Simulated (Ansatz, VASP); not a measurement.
# Ti3Si4Ni: VASP beside Ansatz

```xyz
8
Lattice="3.6430 0.0000 0.0000 0.0000 6.8349 0.0000 0.0000 0.0000 4.5969" Properties=species:S:1:pos:R:3 pbc="T T T"
Ti    0.0000    3.4174    0.0000
Ti    1.8215    3.4174    2.2526
Ti    0.0000    0.0000    0.6031
Si    0.0000    5.2996    2.7675
Si    0.0000    1.5353    2.7675
Si    1.8215    1.6819    4.5277
Si    1.8215    5.1530    4.5277
Ni    1.8215    0.0000    2.8076
```

Alike in both runs: functional PBE; k mesh 10 × 6 × 8; occupations gaussian, width 0.1 eV; no spin polarisation.

Ansatz relaxed the structure, and its values are those at the end. VASP's run is a single point on that final structure, the one shown.

|  | VASP | Ansatz |
| --- | --- | --- |
| version | VASP 6.6.1 | Ansatz 0.2.0 |
| potentials or method | VASP PAW PBE potentials, release 64 (Ti_sv, Si, Ni), cutoff 520 eV | scalar-relativistic, plane waves, PAW |
| valence electrons in the cell | 62 | 70 |

|  | VASP | Ansatz | Ansatz less VASP |
| --- | --- | --- | --- |
| gap on the k mesh at the Fermi level (eV) | none | none | - |
| pressure (GPa) | 0.0 | 0.0 | -0.02 |

A gap of «none» marks a metal or a gap that the smearing closes. With one functional, cell and mesh, what is left measures potentials, basis and numerics. VASP's potentials hold 62 valence electrons a cell and Ansatz's 70, so a difference there can come from the potentials and not from the codes.
